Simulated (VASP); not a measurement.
V: single point with PBEsol

Crystal: V.

```xyz
1
Lattice="-1.5144 1.5144 1.5144 1.5144 -1.5144 1.5144 1.5144 1.5144 -1.5144" Properties=species:S:1:pos:R:3 pbc="T T T"
V     0.0000    0.0000    0.0000
```

* Program: VASP 6.6.1
* Task: single point
* Functional: PBEsol
* Potentials or basis: VASP PAW PBE potentials, release 64 (V_sv)
* Cutoff: 520 eV
* k mesh: 10 × 10 × 10
* Occupations: fermi-dirac, width 0.05 eV
* Spin: collinear spin, ferromagnetic start
* Starting moments: [1.5] μB
* Fixed moment: 1.5 μB

```json
{
  "Pressure": "-0.4 GPa",
  "Net moment": "1.50 μB per cell",
  "Site moments": "V +1.25 μB",
  "Valence electrons inside the program's atomic spheres": "V 11.62"
}
```

It took 15 s on 1 thread of Intel(R) Xeon(R) Platinum 8488C (Sapphire Rapids) (shared host), peak memory 0.13 GiB.

Caveat: the PAW data sets were made with another functional, which shifts forces and pressure a little; the total moment is fixed, so each spin has its own Fermi level.
